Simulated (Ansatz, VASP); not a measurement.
**One calculation of Bi2Te3, two programs**

```xyz
5
Lattice="2.1864 1.2623 9.9467 -2.1864 1.2623 9.9467 0.0000 -2.5247 9.9467" Properties=species:S:1:pos:R:3 pbc="T T T"
Bi    0.0000    0.0000   24.2301
Bi    0.0000    0.0000   11.9957
Te    0.0000    0.0000   18.2322
Te    0.0000    0.0000    5.9680
Te    0.0000    0.0000    0.0000
```

Change from the starting cell: equal xx and yy strain of -1 %.

Alike in both runs: task single point; functional LDA; k mesh 8 × 8 × 8; occupations fermi-dirac, width 0.08 eV; no spin polarisation.

|  | VASP | Ansatz |
| --- | --- | --- |
| version | VASP 6.6.1 | Ansatz 0.2.0 |
| potentials or method | VASP PAW LDA potentials, release 64 (Bi_d, Te), cutoff 500 eV | all-electron LAPW, scalar-relativistic |

```csv
,VASP,Ansatz,Ansatz less VASP
pressure (GPa),-0.9,-0.9,-0.04
"traceless stress, the component that is largest in VASP (GPa)",-0.90,-0.90,0.000
rms of the force components (eV/Å),0.496,0.486,-0.0099
```

LDA's correlation is that of Perdew and Zunger in VASP and of Perdew and Wang (1992) in Ansatz. Atom by atom the forces differ by 0.012 eV/Å (rms over components). Ansatz ran all-electron here, and VASP with PAW potentials.

Spin-orbit coupling is off throughout.
